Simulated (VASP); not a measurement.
# V: single point with PBEsol

Crystal: V.

```
V
1.0
     2.62154    0.00000    0.00000
    -1.31077    2.27032    0.00000
     0.00000    0.00000    4.75462
V
2
Direct
  0.33333 0.66667 0.25000
  0.66667 0.33333 0.75000
```

This isn't the form of V at room conditions, which is bcc.

```json
{
  "Program": "VASP 6.6.1",
  "Task": "single point",
  "Functional": "PBEsol",
  "Potentials or basis": "VASP PAW PBE potentials, release 64 (V_sv)",
  "Cutoff": "520 eV",
  "k mesh": "12 × 12 × 6",
  "Occupations": "fermi-dirac, width 0.05 eV",
  "Spin": "collinear spin, ferromagnetic start",
  "Starting moments": "[2.0, 2.0] μB",
  "Dipole correction": "no",
  "Further INCAR settings": "ALGO = Normal; EDIFF = 1e-06; NBANDS = 24"
}
```

- Pressure: -10.1 GPa
- Band gap on the k mesh: zero (filled and empty bands overlap)
- Net moment: 0.00 μB per cell
- Valence electrons inside the program's atomic spheres: V 11.60

Stress tensor (GPa, compression positive):
```
-10.04   0.00   0.00
  0.00 -10.04   0.00
  0.00   0.00 -10.16
```

Levels at points of the mesh, in eV from the Fermi level:
Spin up:
| k point | band 11 | band 12 | band 13 | band 14 | band 15 | band 16 |
| --- | --- | --- | --- | --- | --- | --- |
| (0.00, 0.00, 0.00) | -0.55 | -0.26 | 0.33 | 0.33 | 0.64 | 0.64 |
| (0.50, 0.00, 0.00) | -2.63 | -0.36 | -0.20 | 0.30 | 0.60 | 2.88 |
| (0.00, 0.00, 0.50) | -0.99 | -0.99 | 0.37 | 0.37 | 0.37 | 0.37 |
| (0.50, 0.00, 0.50) | -1.74 | -1.74 | 1.58 | 1.58 | 1.61 | 1.61 |
Spin down:
```tsv
k point	band 9	band 10	band 11	band 12	band 13	band 14	band 15	band 16	band 17	band 18
(0.00, 0.00, 0.00)	-6.81	-3.39	-0.55	-0.26	0.33	0.33	0.64	0.64	1.78	1.78
(0.50, 0.00, 0.00)	-2.86	-2.80	-2.63	-0.36	-0.20	0.30	0.60	2.88	3.44	3.55
(0.00, 0.00, 0.50)	-5.07	-5.07	-0.99	-0.99	0.37	0.37	0.37	0.37	2.43	2.43
(0.50, 0.00, 0.50)	-3.18	-3.18	-1.74	-1.74	1.58	1.58	1.61	1.61	3.50	3.50
```

Run time: 47 s on 1 thread of Intel(R) Xeon(R) Platinum 8488C (Sapphire Rapids), on a shared host, peak memory 0.19 GiB.

Caveat: the cell stands under tension; the PAW data sets were made with another functional, which shifts forces and pressure a little.
